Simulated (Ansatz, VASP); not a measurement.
**One calculation of LiBeS3, two programs**

```
Li Be S
1.0
     4.06577    0.00000    0.00000
     0.00000    4.06577    0.00000
     0.00000    0.00000    5.35288
Li Be S
1 1 3
Direct
  0.50000 0.50000 0.69522
  0.00000 0.00000 0.97332
  0.50000 0.00000 0.19528
  0.00000 0.50000 0.19528
  0.00000 0.00000 0.54911
```

Change from the starting cell: species swapped into the LaSiPt3 type (P4mm, No. 99).

Alike in both runs: task single point; functional PBE; k mesh 4 × 4 × 4; occupations gaussian, width 0.1 eV; no spin polarisation.

|  | VASP | Ansatz |
| --- | --- | --- |
| version | VASP 6.6.1 | Ansatz 0.2.0 |
| potentials or method | VASP PAW PBE potentials, release 64 (Li_sv, Be, S), cutoff 520 eV | scalar-relativistic, plane waves, PAW |
| valence electrons in the cell | 23 | 23 |

```tsv
	VASP	Ansatz	Ansatz less VASP
gap on the k mesh at the Fermi level (eV)	none	none	-
rms of the force components (eV/Å)	0.956	0.954	-0.0017
```

Atom by atom the forces differ by 0.002 eV/Å (rms over components). A gap of «none» marks a metal or a gap that the smearing closes. The functional is the same, so the differences come from potentials, cutoffs and numerics.

The k mesh is coarse, so the values compare programs but aren't converged. Noted on VASP's run: the cutoff is short for stress, so the pressure is rough.
